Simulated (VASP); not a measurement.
NiO: single point with r2SCAN

The system is NiO.

```
Ni O
1.0
     2.10561    2.10561    0.00000
    -2.10561    2.10561    0.00000
     0.00000    0.00000    4.10483
Ni O
2 2
Cartesian
  0.0000 0.0000 0.0000
  0.0000 2.1056 2.0524
  0.0000 2.1056 0.0000
  0.0000 0.0000 2.0524
```

This cell differs from its parent crystal: uniaxial strain along c: -2.0 %, then relaxed in part.

* Program: VASP 6.6.1
* Task: single point
* Functional: r2SCAN
* Potentials or basis: VASP PAW PBE potentials, release 64 (Ni, O)
* Cutoff: 520 eV
* k mesh: 10 × 10 × 8
* Occupations: gaussian, width 0.02 eV
* Spin: collinear spin, ferromagnetic start
* Starting moments: [1.84, 1.84, 0.31, 0.31] μB
* Dipole correction: no
* Further INCAR settings: ALGO = Normal; EDIFF = 1e-06; NBANDS = 28

The pressure is 2.4 GPa and the band gap on the k mesh is 0.57 eV. The net moment is 4.00 μB per cell and the site moments are Ni +1.69; O +0.28 μB. The valence electrons inside the program's atomic spheres are Ni 8.93; O 5.05.

Stress tensor (GPa, compression positive):
```
0.02 0.00 0.00
0.00 0.02 0.00
0.00 0.00 7.18
```

Levels at points of the mesh, in eV from the valence-band top:
Spin up:
| k point | band 14 | band 15 | band 16 | band 17 | band 18 | band 19 | band 20 | band 21 | band 22 | band 23 |
| --- | --- | --- | --- | --- | --- | --- | --- | --- | --- | --- |
| (0.00, 0.00, 0.00) | -2.97 | -2.88 | -2.88 | -2.27 | -2.27 | 2.10 | 6.71 | 11.80 | 12.43 | 17.46 |
| (0.50, 0.00, 0.00) | -2.04 | -1.94 | -1.94 | -0.42 | -0.42 | 7.67 | 7.67 | 11.54 | 11.54 | 12.12 |
| (0.50, 0.50, 0.00) | -3.23 | -2.32 | -2.32 | -2.25 | -2.25 | 6.73 | 6.73 | 11.43 | 11.43 | 12.80 |
| (0.00, 0.00, 0.50) | -2.18 | -1.89 | -1.89 | -1.89 | -1.89 | 6.13 | 6.13 | 13.90 | 13.90 | 14.25 |
| (0.50, 0.00, 0.50) | -1.93 | -0.19 | -0.19 | 0.00 | 0.00 | 6.25 | 6.25 | 10.85 | 10.85 | 14.49 |
| (0.50, 0.50, 0.50) | -2.29 | -2.29 | -2.29 | -1.78 | -1.78 | 9.31 | 9.31 | 11.36 | 11.36 | 11.36 |
Spin down:
| k point | band 11 | band 12 | band 13 | band 14 | band 15 | band 16 | band 17 | band 18 |
| --- | --- | --- | --- | --- | --- | --- | --- | --- |
| (0.00, 0.00, 0.00) | -2.19 | -2.19 | -1.31 | -1.31 | 0.57 | 0.63 | 1.08 | 1.68 |
| (0.50, 0.00, 0.00) | -1.30 | -1.30 | -1.03 | -1.03 | 1.55 | 1.55 | 3.23 | 3.23 |
| (0.50, 0.50, 0.00) | -1.36 | -1.36 | -1.29 | -1.29 | 1.07 | 1.07 | 1.63 | 1.63 |
| (0.00, 0.00, 0.50) | -0.98 | -0.98 | -0.98 | -0.98 | 0.82 | 0.82 | 1.67 | 1.67 |
| (0.50, 0.00, 0.50) | -1.31 | -1.31 | -0.98 | -0.98 | 3.27 | 3.27 | 3.52 | 3.52 |
| (0.50, 0.50, 0.50) | -1.38 | -1.38 | -1.35 | -1.35 | 1.43 | 1.43 | 2.23 | 2.23 |

It took 4.1 min on 1 thread of Intel(R) Xeon(R) 6975P-C (Granite Rapids), with other jobs on the host, peak memory 0.28 GiB.

Caveat: the cell differs from its parent crystal (uniaxial strain along c: -2.0 %, then relaxed in part); the PAW data sets were made with another functional, which shifts forces and pressure a little. A k mesh can miss the band edges.
